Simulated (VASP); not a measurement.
# Ni (P6/mmm) in VASP: further runs

Runs on Ni. Level: r2SCAN. Tasks: single point.

Everything below comes from runs of VASP 6.6.1. Logs are shortened: lines on timing, memory, paths and dates and some standing lists are left out, and cuts for length are marked.

## 1. The cell of the first run

Symmetry: P6/mmm, No. 191, hexagonal system. The conventional cell has a = 4.088 Å, b = 4.088 Å, c = 2.487 Å, α = 90.00°, β = 90.00°, γ = 120.00°. Ni (site symmetry 6/mmm) has 14 Ni at 2.49 to 2.67 Å within 3.3 Å. Within 3.1 Å of Ni (site symmetry -6m2) lie 11 Ni at 2.36 to 2.67 Å.

This isn't the form of Ni at room conditions, which is fcc.

## 2. Single point, r2SCAN, collinear spin, ferromagnetic start (12.00 Å³/atom)

The input, POSCAR:

```
Ni
1.0
    4.0875682625      0.0000000000      0.0000000000
   -2.0437841313      3.5399379550      0.0000000000
    0.0000000000      0.0000000000      2.4871913138
Ni
3
Direct
    1.0000000000      1.0000000000      0.0000000000
    0.3333333333      0.6666666667      0.5000000000
    0.6666666667      0.3333333333      0.5000000000
```

The input, INCAR.step1:

```
PREC = Accurate
ENCUT = 520
ISMEAR = -1
SIGMA = 0.05
LREAL = F
LASPH = T
NELM = 150
ISPIN = 2
MAGMOM = 0.783 0.791 0.791
LMAXMIX = 4
NBANDS = 26
GGA = PE
ALGO = Normal
EDIFF = 1E-4
LWAVE = T
LCHARG = F
```

The input, INCAR.step2:

```
PREC = Accurate
ENCUT = 520
EDIFF = 1E-6
ISMEAR = -1
SIGMA = 0.05
LREAL = F
LASPH = T
NELM = 150
ALGO = Normal
ISIF = 2
LWAVE = F
LCHARG = T
ISPIN = 2
MAGMOM = 0.783 0.791 0.791
LORBIT = 11
LMAXMIX = 4
METAGGA = R2SCAN
LMIXTAU = T
LELF = T
LVHAR = T
NBANDS = 26
ISTART = 1
```

The input, KPOINTS:

```
regular mesh
0
Gamma
  10 10 15
```

Potentials or basis: VASP PAW PBE potentials, release 64 (Ni).

Command:

```sh
$ cat potpaw_PBE.64/Ni/POTCAR > POTCAR
$ cp INCAR.step1 INCAR
$ mpirun -np 1 vasp_std > vasp.out
$ cp INCAR.step2 INCAR
$ mpirun -np 1 vasp_std > vasp.out
```

OUTCAR:

```text
PREC = Accurate
   ENCUT = 520
   EDIFF = 1E-6
   ISMEAR = -1
   LREAL = F
   LASPH = T
   NELM = 150
   ISIF = 2
   ISPIN = 2
   LORBIT = 11
   METAGGA = R2SCAN
   ISTART = 1

 ion  position               nearest neighbor table
   1  0.000  0.000  0.000-   2 2.67   3 2.67   2 2.67   3 2.67   3 2.67   3 2.67   2 2.67   2 2.67
                             3 2.67   3 2.67   2 2.67   2 2.67
   2  0.333  0.667  0.500-   3 2.36   3 2.36   3 2.36   1 2.67   1 2.67   1 2.67   1 2.67   1 2.67
                             1 2.67
   3  0.667  0.333  0.500-   2 2.36   2 2.36   2 2.36   1 2.67   1 2.67   1 2.67   1 2.67   1 2.67
                             1 2.67

  LATTYP: Found a hexagonal cell.
 ALAT       =     4.0875682625
 C/A-ratio  =     0.6084770098

  Lattice vectors:

 A1 = (   4.0875682625,   0.0000000000,   0.0000000000)
 A2 = (  -2.0437841313,   3.5399379550,   0.0000000000)
 A3 = (   0.0000000000,   0.0000000000,   2.4871913138)

Analysis of symmetry for initial positions (statically):
=====================================================================
 Subroutine PRICEL returns:
 Original cell was already a primitive cell.

 Routine SETGRP: Setting up the symmetry group for a
 hexagonal supercell.

 Subroutine GETGRP returns: Found 24 space group operations
 (whereof 24 operations were pure point group operations)
 out of a pool of 24 trial point group operations.

The static configuration has the point symmetry D_6h.

Analysis of symmetry for dynamics (positions and initial velocities):
=====================================================================
 Subroutine PRICEL returns:
 Original cell was already a primitive cell.

 Routine SETGRP: Setting up the symmetry group for a
 hexagonal supercell.

 Subroutine GETGRP returns: Found 24 space group operations
 (whereof 24 operations were pure point group operations)
 out of a pool of 24 trial point group operations.

The dynamic configuration has the point symmetry D_6h.

Analysis of structural, dynamic, and magnetic symmetry:
=====================================================================
 Subroutine PRICEL returns:
 Original cell was already a primitive cell.

 Routine SETGRP: Setting up the symmetry group for a
 hexagonal supercell.

 Subroutine GETGRP returns: Found 24 space group operations
 (whereof 24 operations were pure point group operations)
 out of a pool of 24 trial point group operations.

The overall configuration has the point symmetry D_6h.

 Subroutine INISYM returns: Found 24 space group operations
 (whereof 24 operations are pure point group operations),
 and found     1 'primitive' translations

----------------------------------------------------------------------------------------

                                     Primitive cell

  volume of cell :      35.9890

  direct lattice vectors                    reciprocal lattice vectors
     4.087568262  0.000000000  0.000000000     0.244644232  0.141245413  0.000000000
    -2.043784131  3.539937955  0.000000000     0.000000000  0.282490827  0.000000000
     0.000000000  0.000000000  2.487191314     0.000000000  0.000000000  0.402059944

  length of vectors
     4.087568262  4.087568263  2.487191314     0.282490827  0.282490827  0.402059944

  position of ions in fractional coordinates (direct lattice)
     0.000000000  0.000000000  0.000000000
     0.333333333  0.666666667  0.500000000
     0.666666667  0.333333333  0.500000000

  ion indices of the primitive-cell ions
   primitive index   ion index
                 1           1
                 2           2
                 3           3

----------------------------------------------------------------------------------------

 KPOINTS: regular mesh

Automatic generation of k-mesh.
 Grid dimensions read from file:
 generate k-points for:   10   10   15

 Generating k-lattice:

  Cartesian coordinates                     Fractional coordinates (reciprocal lattice)
     0.024464423  0.014124541  0.000000000     0.100000000  0.000000000  0.000000000
     0.000000000  0.028249083  0.000000000     0.000000000  0.100000000  0.000000000
     0.000000000  0.000000000  0.026803996     0.000000000  0.000000000  0.066666667

  Length of vectors
     0.028249083  0.028249083  0.026803996

  Shift w.r.t. Gamma in fractional coordinates (k-lattice)
     0.000000000  0.000000000  0.000000000

 Subroutine IBZKPT returns following result:
 ===========================================

 Found    112 irreducible k-points:

 Following reciprocal coordinates:
            Coordinates               Weight
  0.000000  0.000000  0.000000      1.000000
  0.100000  0.000000  0.000000      6.000000
  0.200000  0.000000  0.000000      6.000000
  0.300000  0.000000  0.000000      6.000000
  0.400000  0.000000  0.000000      6.000000
  0.500000  0.000000  0.000000      3.000000
[... 16 lines left out ...]
  0.300000  0.100000  0.066667     24.000000
  0.400000  0.100000  0.066667     24.000000
 [... further k-points ...]
   k-points           NKPTS =    112   k-points in BZ     NKDIM =    112   number of bands    NBANDS=     26
   number of dos      NEDOS =    301   number of ions     NIONS =      3
   total plane-waves  NPLWV =  16200
   dimension x,y,z NGX =    30 NGY =   30 NGZ =   18
   dimension x,y,z NGXF=    60 NGYF=   60 NGZF=   36
   ions per type =               3
   NGX,Y,Z   is equivalent  to a cutoff of  12.20, 12.20, 12.03 a.u.
   NGXF,Y,Z  is equivalent  to a cutoff of  24.40, 24.40, 24.06 a.u.
 SYSTEM =  unknown system
   PREC   = accura    normal or accurate (medium, high low for compatibility)
   ISTART =      1    job   : 0-new  1-cont  2-samecut
   ICHARG =      0    charge: 1-file 2-atom 10-const
   ISPIN  =      2    spin polarized calculation?
   LNONCOLLINEAR =      F non collinear calculations
   LSORBIT =      F    spin-orbit coupling
   LASPH  =      T    aspherical Exc in radial PAW
   ENCUT  =  520.0 eV  38.22 Ry    6.18 a.u.   7.60  7.60  4.62*2*pi/ulx,y,z
   NELM   =    150;   NELMIN=  2; NELMDL=  0     # of ELM steps
   EDIFF  = 0.1E-05   stopping-criterion for ELM
   LREAL  =      F    real-space projection
   EDIFFG = 0.1E-04   stopping-criterion for IOM
   NSW    =      0    number of steps for IOM
   IBRION =     -1    ionic relax: 0-MD 1-quasi-New 2-CG
   NFREE  =      0    steps in history (QN), initial steepest desc. (CG)
   ISIF   =      2    stress and relaxation
   ISYM   =      2    0-nonsym 1-usesym 2-fastsym
   POTIM  = 0.5000    time-step for ionic-motion
   TEBEG  =    0.0;   TEEND  =   0.0 temperature during run
   PSTRESS=    0.0 pullay stress
   NELECT =      30.0000    total number of electrons
   NUPDOWN=      -1.0000    fix difference up-down
   EMIN   =  10.00;   EMAX   =-10.00  energy-range for DOS
   EFERMI =   0.00;   METHOD = LEGACY
   ISMEAR =    -1;   SIGMA  =   0.05  broadening in eV -4-tet -1-fermi 0-gaus
   EFERMI_NEDOS =   21; number of points for ismear=-14 and -15
   IALGO  =     38    algorithm
   IMIX   =      4    mixing-type and parameters
     AMIX     =   0.40;   BMIX     =  1.00
     AMIX_MAG =   1.60;   BMIX_MAG =  1.00
  volume/ion in A,a.u.               =      12.00        80.96
  Fermi-wavevector in a.u.,A,eV,Ry     =   1.540726  2.911549 32.297991  2.373835
  Thomas-Fermi vector in A             =   2.646772
   LORBIT       =     11    0 simple, 1 ext, 2 COOP (PROOUT), +10 PAW based schemes
   METAGGA = R2SCAN    functional components
   LHFCALC =     F    Hartree Fock is set to
   AEXX    =    0.0000 exact exchange contribution
   IVDW    =     0    specifies the selected vdW correction
   LEPSILON=     F    determine dielectric tensor
   LRPA    =     F    only Hartree local field effects (RPA)
 spin polarized calculation
  energy-cutoff  :      520.00
  volume of cell :       35.99
 maximum number of plane-waves:       993
   NGX = 15   NGY = 15   NGZ =  9

 number of electron      29.9999987 magnetization       2.1969004

 Free energy of the ion-electron system (eV)
  ---------------------------------------------------
  ext. energy  EPLUGINS =         0.00000000
  ---------------------------------------------------
  free energy    TOTEN  =       -35.19987763 eV

  energy without entropy =      -35.16565739  energy(sigma->0) =      -35.18276751

 E-fermi :   7.9925     XC(G=0): -13.7078

 val. band max:        7.9916493944   @ k =   0.2000   0.1000   0.3333
 cond. band min:       7.9928384493   @ k =   0.2000   0.0000   0.3333
 fundamental gap:      0.0011890549
 Fermi energy:         7.9925143742

 spin component 1

 k-point     1 :       0.0000    0.0000    0.0000
  band No.  band energies     occupation
      1      -0.6910      1.00000
      2       3.8175      1.00000
      3       4.7497      1.00000
      4       4.7500      1.00000
      5       4.7610      1.00000
      6       4.7613      1.00000
[... 18 lines left out ...]
     25      34.0844      0.00000
     26      34.8906      0.00000
[... 644 lines left out ...]
      4       4.5975      1.00000
      5       4.6158      1.00000
      6       4.8019      1.00000
[... 18 lines left out ...]
     25      26.7276      0.00000
     26      27.4426      0.00000

 [... further k-points ...]

 spin component 2

 k-point     1 :       0.0000    0.0000    0.0000
  band No.  band energies     occupation
      1      -0.9422      1.00000
      2       4.5699      1.00000
      3       5.4999      1.00000
      4       5.4999      1.00000
      5       5.6229      1.00000
      6       5.6231      1.00000
[... 18 lines left out ...]
     25      33.9718      0.00000
     26      34.7983      0.00000
[... 644 lines left out ...]
      4       5.5713      1.00000
      5       5.6705      1.00000
      6       5.9825      1.00000
[... 18 lines left out ...]
     25      26.8316      0.00000
     26      27.6123      0.00000

 [... further k-points ...]
[... 5 lines left out ...]
  --------------------------------------------------------------------------------------
  -------------------------------------------------------------------------------------
  Total       -3.9677823     -3.9677823     -3.8327865      0.0000000      0.0000000      0.0000000
  in kB     -176.6397970   -176.6397970   -170.6299824      0.0000000      0.0000000      0.0000000
  external PRESSURE =    -174.6365255 kB  Pullay stress =       0.0000000 kB

 VOLUME and BASIS-vectors are now :
 -----------------------------------------------------------------------------
  energy-cutoff  :      520.00
  volume of cell :       35.99
      direct lattice vectors                 reciprocal lattice vectors
     4.087568262  0.000000000  0.000000000     0.244644232  0.141245413  0.000000000
    -2.043784131  3.539937955  0.000000000     0.000000000  0.282490827  0.000000000
     0.000000000  0.000000000  2.487191314     0.000000000  0.000000000  0.402059944

 POSITION                                       TOTAL-FORCE (eV/Angst)
 -----------------------------------------------------------------------------------
      0.00000      0.00000      0.00000         0.000000      0.000000      0.000000
     -0.00000      2.35996      1.24360        -0.000000      0.000000      0.000000
      2.04378      1.17998      1.24360         0.000000     -0.000000      0.000000
 -----------------------------------------------------------------------------------
    total drift:                               -0.000000      0.000000      0.000000

  FREE ENERGIE OF THE ION-ELECTRON SYSTEM (eV)
  ---------------------------------------------------
  free  energy   TOTEN  =       -35.1998776310 eV

  energy  without entropy=      -35.1656573940  energy(sigma->0) =      -35.18276751

 total charge

# of ion       s       p       d       tot
------------------------------------------
    1        0.456   0.421   8.266   9.144
    2        0.489   0.441   8.307   9.237
    3        0.489   0.441   8.307   9.237
--------------------------------------------------
tot          1.434   1.303  24.881  27.618

 magnetization (x)

# of ion       s       p       d       tot
------------------------------------------
    1       -0.004  -0.037   0.818   0.777
    2       -0.012  -0.039   0.812   0.761
    3       -0.012  -0.039   0.812   0.761
--------------------------------------------------
tot         -0.028  -0.115   2.442   2.299
```

Run time: 11 min. Hardware: 1 thread of Intel Xeon Platinum 8488C (Sapphire Rapids), shared host; peak memory 0.25 GiB.

What came out:

| Property | Result |
| --- | --- |
| Free energy | -35.1999 eV |
| Pressure | -17.5 GPa |
| Net moment | 2.20 μB per cell |
| Site moments | Ni +0.78, +0.76 (each value once) μB |
| Valence electrons inside the program's atomic spheres | Ni 9.14, 9.24 (each value once) |

Stress tensor (GPa, compression positive):
```
-17.66   0.00   0.00
  0.00 -17.66   0.00
  0.00   0.00 -17.06
```

Caveat: the cell stands under tension; the PAW data sets were made with another functional, which shifts forces and pressure a little.

(Part 1 of 2 ends here.)
